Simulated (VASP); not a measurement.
Input of a VASP 6.6.1 run:

INCAR

```
ALGO = Fast
EDIFF = 1E-7
ENCUT = 520
GGA = PE
ISIF = 2
ISMEAR = 0
LASPH = T
LCHARG = F
LREAL = F
LWAVE = F
NBANDS = 20
NELM = 100
PREC = Accurate
SIGMA = 0.1
```

The input KPOINTS:

```
k-points
0
Gamma
  14 14 12
```

The input POSCAR:

```
CaHfO
1.0
    3.5675180255      0.0000000000      0.0000000000
    0.0000000000      3.5675180255      0.0000000000
    0.0000000000      0.0000000000      4.2555673911
Ca Hf O
1 1 1
Direct
    0.0000000000      0.0000000000      0.0000000000
    0.5000000000      0.5000000000      0.5000000000
    0.5000000000      0.5000000000      0.0000000000
```

Potentials or basis: VASP PAW PBE potentials, release 64 (Ca_sv, Hf_pv, O).

Run with:

```bash
$ cat potpaw_PBE.64/Ca_sv/POTCAR potpaw_PBE.64/Hf_pv/POTCAR potpaw_PBE.64/O/POTCAR > POTCAR
$ mpirun -np 1 vasp_std > vasp.out
```

(1) What does it give for the pressure?

(2) Predict the band gap on the k mesh.

Answers

(1) -0.4 GPa.

(2) zero (bands 13 and 14 overlap by 1.26 eV).

Caveat: spin-orbit coupling is left out, which moves the levels of the heavy elements.
